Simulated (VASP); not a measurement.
A run of VASP 6.6.1 is set up as follows.

File INCAR:

```
SYSTEM = MoS2
PREC = Accurate
ENCUT = 520
EDIFF = 1E-6
ISMEAR = 1
SIGMA = 0.147
LREAL = .FALSE.
LASPH = .TRUE.
NELM = 60
ALGO = Normal
ISIF = 2
LWAVE = .FALSE.
LCHARG = .TRUE.
GGA = PS
LELF = .TRUE.
LVHAR = .TRUE.
NBANDS = 35
```

KPOINTS

```
regular mesh
0
G
  12 12 4
  0 0 0
```

POSCAR

```
MoS2
1.0
    3.0770603642      0.0000000000      0.0000000000
   -1.5385301821      2.6648124443      0.0000000000
    0.0000000000      0.0000000000     13.7323049932
Mo S
2 4
Direct
    0.3333333333      0.6666666667      0.2500000000
    0.6666666667      0.3333333333      0.7500000000
    0.3333333333      0.6666666667      0.6259932117
    0.6666666667      0.3333333333      0.1259932117
    0.3333333333      0.6666666667      0.8740067883
    0.6666666667      0.3333333333      0.3740067883
```

Potentials or basis: VASP PAW PBE potentials, release 64 (Mo_sv, S).

The run is started by

```console
$ cat potpaw_PBE.64/Mo_sv/POTCAR potpaw_PBE.64/S/POTCAR > POTCAR
$ mpirun -np 1 vasp_std > vasp.out
```

(1) Predict the largest force.

(2) Estimate the pressure.

(3) What does it give for the band gap on the k mesh?

## Answers

(1) 1.994 eV/Å.

(2) -7.2 GPa.

(3) 1.01 eV (least direct gap 1.75 eV).

Caveat: the stress differs along the axes, from -20 to -1 GPa; the PAW data sets were made with another functional, which shifts forces and pressure a little; this functional lacks dispersion, which binds layers or chains, so the pressure and a relaxed spacing across them are unreliable.
